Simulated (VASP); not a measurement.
# Mn: single point with BLYP

The system is Mn.

```
Mn
1.0
     3.83902    0.00000    0.00000
    -1.91951    3.32469    0.00000
     0.00000    0.00000    2.42068
Mn
3
Cartesian
  3.8390 0.0000 0.0000
  0.0000 2.2165 1.2103
  1.9195 1.1082 1.2103
```

This isn't the form of Mn at room conditions, which is a 58-atom cubic cell.

```json
{
 "Program": "VASP 6.6.1",
 "Task": "single point",
 "Functional": "BLYP",
 "Potentials or basis": "VASP PAW PBE potentials, release 64 (Mn_pv)",
 "Cutoff": "520 eV",
 "k mesh": "10 × 10 × 14",
 "Occupations": "fermi-dirac, width 0.1 eV",
 "Spin": "no spin polarisation"
}
```

```json
{"Pressure": "24.9 GPa", "Band gap on the k mesh": "zero (an odd number of electrons rules out a gap without spin polarisation)"}
```

Stress tensor (GPa, compression positive):
```
25.72  0.00  0.00
 0.00 25.72  0.00
 0.00  0.00 23.37
```

Levels at points of the mesh, in eV from the Fermi level:
```
           k point  band 17  band 18  band 19  band 20  band 21  band 22
(0.00, 0.00, 0.00)    -1.19    -0.61    -0.61    -0.15    -0.15    -0.04
(0.50, 0.00, 0.00)    -1.17    -1.08     0.02     0.10     1.27     1.46
(0.00, 0.00, 0.50)    -0.77    -0.64    -0.64     1.45     1.45     1.87
(0.50, 0.00, 0.50)    -0.75    -0.68     0.12     0.41     1.20     1.63
```

Run time: 46 s on 1 thread of Intel(R) Xeon(R) 6975P-C (Granite Rapids), with other jobs on the host, peak memory 0.19 GiB.

Caveat: the cell stands under pressure; the PAW data sets were made with another functional, which shifts forces and pressure a little; the run has no spin polarisation, though such a crystal can be magnetic. Spin polarisation is off, so any magnetic state and its effect on volume and gap are missing.
